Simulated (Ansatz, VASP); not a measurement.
**Pt in VASP and in Ansatz**

```
CELL_PARAMETERS angstrom
0.00000 1.96090 1.96090
1.96090 0.00000 1.96090
1.96090 1.96090 0.00000
ATOMIC_POSITIONS crystal
Pt 0.00000 0.00000 0.00000
```

Alike in both runs: functional BLYP; k mesh 12 × 12 × 12; occupations fermi-dirac, width 0.05 eV; no spin polarisation.

```csv
,VASP,Ansatz
version,VASP 6.6.1,Ansatz 0.2.0
potentials or method,"VASP PAW PBE potentials, release 64 (Pt_sv_GW)",Ansatz PAW
plane-wave cutoff (eV),570,420
valence electrons in the cell,18,18
task,single point,band structure
```

VASP gave:

| Quantity | Value |
| --- | --- |
| gap on the k mesh at the Fermi level (eV) | none |
| pressure (GPa) | 25.5 |

Task: What did Ansatz give for the same quantities?

Result: gap on the k mesh at the Fermi level (eV): none; pressure (GPa): 25.6.

VASP's potentials were made for PBE, not for BLYP. A gap of «none» marks a metal or a gap that the smearing closes. With one functional, cell and mesh, what is left measures potentials, basis and numerics.

Neither program's run includes spin-orbit coupling.
